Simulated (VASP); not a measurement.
# Ta2Be (I4/mcm) in VASP: single point with LDA

Aim: the single point of Ta2Be with LDA.

Program: VASP 6.6.1. These are calculated values, not measurements. Logs are shortened: lines on timing, memory, paths and dates and some standing lists are left out, and cuts for length are marked.

## Step 1: The cell of the first run

The structure is tetragonal, space group I4/mcm (No. 140). Conventional cell: a = 5.948 Å, b = 5.948 Å, c = 4.773 Å, α = 90.00°, β = 90.00°, γ = 90.00°. Within 3.3 Å of Ta (site symmetry m2m) lie 4 Be at 2.53 Å and 11 Ta at 2.70 to 3.16 Å. Be (site symmetry 422) has 2 Be at 2.39 Å and 8 Ta at 2.53 Å within 3.2 Å.

## Step 2: Single point, LDA

INCAR reads:

```
  ALGO = Fast
  EDIFF = 1E-7
  ENCUT = 520
  ISIF = 2
  ISMEAR = 0
  LASPH = T
  LCHARG = T
  LELF = T
  LREAL = F
  LVHAR = T
  LWAVE = F
  NBANDS = 33
  NELM = 60
  PREC = Accurate
  SIGMA = 0.1
```

KPOINTS reads:

```
k-points
0
Gamma
  10 10 10
```

POSCAR reads:

```
Ta2Be
1.0
   -2.9739133551      2.9739133551      2.3864941750
    2.9739133551     -2.9739133551      2.3864941750
    2.9739133551      2.9739133551     -2.3864941750
Ta Be
4 2
Direct
    0.3394445283      0.1605554717      0.5000000000
    0.1605554717      0.6605554717      0.8211109434
    0.8394445283      0.3394445283      0.1788890566
    0.6605554717      0.8394445283      0.5000000000
    0.7500000000      0.7500000000      0.0000000000
    0.2500000000      0.2500000000      0.0000000000
```

Potentials or basis: VASP PAW LDA potentials, release 64 (Ta_pv, Be).

Command:

```
cat potpaw_LDA.64/Ta_pv/POTCAR potpaw_LDA.64/Be/POTCAR > POTCAR
mpirun -np 1 vasp_std > vasp.out
```

OUTCAR:

```text
EDIFF = 1E-7
   ENCUT = 520
   ISIF = 2
   ISMEAR = 0
   LASPH = T
   LREAL = F
   NELM = 60
   PREC = Accurate

 ion  position               nearest neighbor table
   1  0.339  0.161  0.500-   5 2.53   6 2.53   6 2.53   5 2.53   4 2.70   4 2.82   4 2.82   2 3.06
                             3 3.06   2 3.06   3 3.06   3 3.16   2 3.16   3 3.16   2 3.16
   2  0.161  0.661  0.821-   5 2.53   6 2.53   5 2.53   6 2.53   3 2.70   3 2.82   3 2.82   4 3.06
                             1 3.06   1 3.06   4 3.06   1 3.16   4 3.16   1 3.16   4 3.16
   3  0.839  0.339  0.179-   5 2.53   6 2.53   5 2.53   6 2.53   2 2.70   2 2.82   2 2.82   4 3.06
                             1 3.06   1 3.06   4 3.06   4 3.16   1 3.16   1 3.16   4 3.16
   4  0.661  0.839  0.500-   6 2.53   5 2.53   5 2.53   6 2.53   1 2.70   1 2.82   1 2.82   2 3.06
                             3 3.06   2 3.06   3 3.06   3 3.16   2 3.16   2 3.16   3 3.16
   5  0.750  0.750  0.000-   6 2.39   6 2.39   2 2.53   3 2.53   4 2.53   1 2.53   4 2.53   1 2.53
                             2 2.53   3 2.53
   6  0.250  0.250  0.000-   5 2.39   5 2.39   1 2.53   2 2.53   3 2.53   3 2.53   1 2.53   2 2.53
                             4 2.53   4 2.53

  LATTYP: Found a body centered tetragonal cell.
 ALAT       =     5.9478267102
 C/A-ratio  =     0.8024760274

  Lattice vectors:

 A1 = (  -2.9739133551,   2.9739133551,   2.3864941750)
 A2 = (   2.9739133551,  -2.9739133551,   2.3864941750)
 A3 = (   2.9739133551,   2.9739133551,  -2.3864941750)

Analysis of symmetry for initial positions (statically):
=====================================================================
 Subroutine PRICEL returns:
 Original cell was already a primitive cell.

 Routine SETGRP: Setting up the symmetry group for a
 body centered tetragonal supercell.

 Subroutine GETGRP returns: Found 16 space group operations
 (whereof  8 operations were pure point group operations)
 out of a pool of 16 trial point group operations.

The static configuration has the point symmetry C_4h.
 The point group associated with its full space group is D_4h.

Analysis of symmetry for dynamics (positions and initial velocities):
=====================================================================
 Subroutine PRICEL returns:
 Original cell was already a primitive cell.

 Routine SETGRP: Setting up the symmetry group for a
 body centered tetragonal supercell.

 Subroutine GETGRP returns: Found 16 space group operations
 (whereof  8 operations were pure point group operations)
 out of a pool of 16 trial point group operations.

The dynamic configuration has the point symmetry C_4h.
 The point group associated with its full space group is D_4h.

 Subroutine INISYM returns: Found 16 space group operations
 (whereof  8 operations are pure point group operations),
 and found     1 'primitive' translations

----------------------------------------------------------------------------------------

                                     Primitive cell

  volume of cell :      84.4262

  direct lattice vectors                    reciprocal lattice vectors
    -2.973913355  2.973913355  2.386494175     0.000000000  0.168128637  0.209512349
     2.973913355 -2.973913355  2.386494175     0.168128637  0.000000000  0.209512349
     2.973913355  2.973913355 -2.386494175     0.168128637  0.168128637  0.000000000

  length of vectors
     4.835667041  4.835667041  4.835667041     0.268631091  0.268631091  0.237769799

  position of ions in fractional coordinates (direct lattice)
     0.339444528  0.160555472  0.500000000
     0.160555472  0.660555472  0.821110943
     0.839444528  0.339444528  0.178889057
     0.660555472  0.839444528  0.500000000
     0.750000000  0.750000000  0.000000000
     0.250000000  0.250000000  0.000000000

  ion indices of the primitive-cell ions
   primitive index   ion index
                 1           1
                 2           2
                 3           3
                 4           4
                 5           5
                 6           6

----------------------------------------------------------------------------------------

 KPOINTS: k-points

Automatic generation of k-mesh.
 Grid dimensions read from file:
 generate k-points for:   10   10   10

 Generating k-lattice:

  Cartesian coordinates                     Fractional coordinates (reciprocal lattice)
     0.000000000  0.016812864  0.020951235     0.100000000  0.000000000 -0.000000000
     0.016812864  0.000000000  0.020951235     0.000000000  0.100000000 -0.000000000
     0.016812864  0.016812864  0.000000000     0.000000000  0.000000000  0.100000000

  Length of vectors
     0.026863109  0.026863109  0.023776980

  Shift w.r.t. Gamma in fractional coordinates (k-lattice)
     0.000000000  0.000000000  0.000000000

 Subroutine IBZKPT returns following result:
 ===========================================

 Found    102 irreducible k-points:

 Following reciprocal coordinates:
            Coordinates               Weight
  0.000000  0.000000  0.000000      1.000000
  0.100000 -0.000000  0.000000      8.000000
  0.200000 -0.000000  0.000000      8.000000
  0.300000  0.000000  0.000000      8.000000
  0.400000  0.000000 -0.000000      8.000000
  0.500000 -0.000000  0.000000      4.000000
[... 16 lines left out ...]
  0.300000  0.300000  0.000000      8.000000
  0.400000  0.300000  0.000000     16.000000
 [... further k-points ...]
   k-points           NKPTS =    102   k-points in BZ     NKDIM =    102   number of bands    NBANDS=     33
   number of dos      NEDOS =    301   number of ions     NIONS =      6
   total plane-waves  NPLWV =  46656
   dimension x,y,z NGX =    36 NGY =   36 NGZ =   36
   dimension x,y,z NGXF=    72 NGYF=   72 NGZF=   72
   ions per type =               4   2
   NGX,Y,Z   is equivalent  to a cutoff of  12.38, 12.38, 12.38 a.u.
   NGXF,Y,Z  is equivalent  to a cutoff of  24.75, 24.75, 24.75 a.u.
 SYSTEM =  unknown system
   PREC   = accura    normal or accurate (medium, high low for compatibility)
   ISTART =      0    job   : 0-new  1-cont  2-samecut
   ICHARG =      2    charge: 1-file 2-atom 10-const
   ISPIN  =      1    spin polarized calculation?
   LNONCOLLINEAR =      F non collinear calculations
   LSORBIT =      F    spin-orbit coupling
   LASPH  =      T    aspherical Exc in radial PAW
   ENCUT  =  520.0 eV  38.22 Ry    6.18 a.u.   8.99  8.99  8.99*2*pi/ulx,y,z
   NELM   =     60;   NELMIN=  2; NELMDL= -5     # of ELM steps
   EDIFF  = 0.1E-06   stopping-criterion for ELM
   LREAL  =      F    real-space projection
   EDIFFG = 0.1E-05   stopping-criterion for IOM
   NSW    =      0    number of steps for IOM
   IBRION =     -1    ionic relax: 0-MD 1-quasi-New 2-CG
   NFREE  =      0    steps in history (QN), initial steepest desc. (CG)
   ISIF   =      2    stress and relaxation
   ISYM   =      2    0-nonsym 1-usesym 2-fastsym
   POTIM  = 0.5000    time-step for ionic-motion
   TEBEG  =    0.0;   TEEND  =   0.0 temperature during run
   PSTRESS=    0.0 pullay stress
   NELECT =      48.0000    total number of electrons
   NUPDOWN=      -1.0000    fix difference up-down
   EMIN   =  10.00;   EMAX   =-10.00  energy-range for DOS
   EFERMI =   0.00;   METHOD = LEGACY
   ISMEAR =     0;   SIGMA  =   0.10  broadening in eV -4-tet -1-fermi 0-gaus
   EFERMI_NEDOS =   21; number of points for ismear=-14 and -15
   IALGO  =     68    algorithm
   IMIX   =      4    mixing-type and parameters
     AMIX     =   0.40;   BMIX     =  1.00
     AMIX_MAG =   1.60;   BMIX_MAG =  1.00
  volume/ion in A,a.u.               =      14.07        94.96
  Fermi-wavevector in a.u.,A,eV,Ry     =   1.356218  2.562881 25.025575  1.839328
  Thomas-Fermi vector in A             =   2.483240
   LORBIT       =      0    0 simple, 1 ext, 2 COOP (PROOUT), +10 PAW based schemes
   GGA     = CA    functional components
   LHFCALC =     F    Hartree Fock is set to
   AEXX    =    0.0000 exact exchange contribution
   IVDW    =     0    specifies the selected vdW correction
   LEPSILON=     F    determine dielectric tensor
   LRPA    =     F    only Hartree local field effects (RPA)
 non-spin polarized calculation
 RMM-DIIS sequential band-by-band and
 Gauss-broadening in eV      SIGMA  =   0.10
  energy-cutoff  :      520.00
  volume of cell :       84.43
 maximum number of plane-waves:      2293
   NGX = 17   NGY = 17   NGZ = 17

 number of electron      48.0000011 magnetization

 Free energy of the ion-electron system (eV)
  ---------------------------------------------------
  ext. energy  EPLUGINS =         0.00000000
  ---------------------------------------------------
  free energy    TOTEN  =       -60.52365027 eV

  energy without entropy =      -60.50326753  energy(sigma->0) =      -60.51345890

 E-fermi :   5.6911     XC(G=0): -12.6126

 val. band max:        5.6878890600   @ k =   0.5000   0.4000   0.0000
 cond. band min:       5.6925160308   @ k =  -0.4000  -0.4000   0.3000
 fundamental gap:      0.0046269708
 Fermi energy:         5.6911217586

 k-point     1 :       0.0000    0.0000    0.0000
  band No.  band energies     occupation
      1     -28.2720      2.00000
      2     -28.1949      2.00000
      3     -28.0263      2.00000
      4     -28.0263      2.00000
      5     -27.8911      2.00000
      6     -27.8911      2.00000
[... 25 lines left out ...]
     32       9.8596      0.00000
     33      11.5232      0.00000

 k-point     2 :       0.1000   -0.0000    0.0000
  band No.  band energies     occupation
      1     -28.2903      2.00000
      2     -28.1970      2.00000
      3     -28.0584      2.00000
      4     -28.0370      2.00000
      5     -27.8516      2.00000
      6     -27.8513      2.00000
[... 25 lines left out ...]
     32       9.8142      0.00000
     33      11.1511      0.00000

 k-point     3 :       0.2000   -0.0000    0.0000
  band No.  band energies     occupation
      1     -28.3277      2.00000
      2     -28.2273      2.00000
      3     -28.0939      2.00000
      4     -28.0026      2.00000
      5     -27.7852      2.00000
      6     -27.7842      2.00000
[... 25 lines left out ...]
     32      10.1174      0.00000
     33      10.4220      0.00000

 k-point     4 :       0.3000    0.0000    0.0000
  band No.  band energies     occupation
      1     -28.3563      2.00000
      2     -28.2770      2.00000
      3     -28.0915      2.00000
      4     -27.9148      2.00000
      5     -27.7445      2.00000
      6     -27.7341      2.00000
[... 25 lines left out ...]
     32      10.0787      0.00000
     33      10.1966      0.00000

 k-point     5 :       0.4000    0.0000   -0.0000
  band No.  band energies     occupation
      1     -28.3641      2.00000
      2     -28.3212      2.00000
      3     -28.0375      2.00000
      4     -27.8181      2.00000
      5     -27.7955      2.00000
      6     -27.7320      2.00000
[... 604 lines left out ...]
 k-point    22 :      -0.2000    0.2000    0.0000
  band No.  band energies     occupation
      1     -28.2391      2.00000
      2     -28.2131      2.00000
      3     -28.0995      2.00000
      4     -28.0263      2.00000
      5     -27.8810      2.00000
      6     -27.8197      2.00000
[... 25 lines left out ...]
     32      10.6296      0.00000
     33      11.6656      0.00000

 k-point    23 :       0.3000    0.3000    0.0000
  band No.  band energies     occupation
      1     -28.4018      2.00000
      2     -28.1948      2.00000
      3     -28.0237      2.00000
      4     -27.9856      2.00000
      5     -27.7737      2.00000
      6     -27.7151      2.00000
[... 25 lines left out ...]
     32      10.1685      0.00000
     33      10.4394      0.00000

 k-point    24 :       0.4000    0.3000    0.0000
  band No.  band energies     occupation
      1     -28.3798      2.00000
      2     -28.1551      2.00000
      3     -28.0992      2.00000
      4     -27.9203      2.00000
      5     -27.8119      2.00000
      6     -27.7660      2.00000
[... 25 lines left out ...]
     32      10.2788      0.00000
     33      10.7169      0.00000

 [... further k-points ...]
[... 5 lines left out ...]
  --------------------------------------------------------------------------------------
  -------------------------------------------------------------------------------------
  Total        0.4914660      0.4914660      0.3996688      0.0000000     -0.0000000      0.0000000
  in kB        9.3266796      9.3266796      7.5846199      0.0000000     -0.0000000      0.0000000
  external PRESSURE =       8.7459930 kB  Pullay stress =       0.0000000 kB

 VOLUME and BASIS-vectors are now :
 -----------------------------------------------------------------------------
  energy-cutoff  :      520.00
  volume of cell :       84.43
      direct lattice vectors                 reciprocal lattice vectors
    -2.973913355  2.973913355  2.386494175     0.000000000  0.168128637  0.209512349
     2.973913355 -2.973913355  2.386494175     0.168128637  0.000000000  0.209512349
     2.973913355  2.973913355 -2.386494175     0.168128637  0.168128637  0.000000000

 POSITION                                       TOTAL-FORCE (eV/Angst)
 -----------------------------------------------------------------------------------
      0.95496      2.01896      0.00000         0.006360     -0.006360      0.000000
      3.92887      0.95496      0.00000         0.006360      0.006360      0.000000
     -0.95496      2.01896      2.38649        -0.006360     -0.006360     -0.000000
      2.01896      0.95496      2.38649        -0.006360      0.006360      0.000000
      0.00000      0.00000      3.57974        -0.000000     -0.000000      0.000000
      0.00000      0.00000      1.19325         0.000000     -0.000000      0.000000
 -----------------------------------------------------------------------------------
    total drift:                               -0.000000     -0.000000     -0.000000

  FREE ENERGIE OF THE ION-ELECTRON SYSTEM (eV)
  ---------------------------------------------------
  free  energy   TOTEN  =       -60.5236502730 eV

  energy  without entropy=      -60.5032675279  energy(sigma->0) =      -60.51345890
```

Run time: 9.3 min. Hardware: 1 thread of Intel Xeon 8259CL, shared host; peak memory 0.33 GiB.

Results:

```
Free energy            : -60.5237 eV
Pressure               : 0.9 GPa
Largest force          : 0.009 eV/Å
Band gap on the k mesh : zero (bands 24 and 25 overlap by 0.91 eV)
```

Forces in eV/Å, atoms in the order of the input:
```
Ta   0.006 -0.006  0.000
Ta   0.006  0.006  0.000
Ta  -0.006 -0.006  0.000
Ta  -0.006  0.006  0.000
Be   0.000  0.000  0.000
Be   0.000  0.000  0.000
```

Stress tensor (GPa, compression positive):
```
0.93 0.00 0.00
0.00 0.93 0.00
0.00 0.00 0.76
```

Caveat: spin-orbit coupling is left out, which moves the levels of the heavy elements.
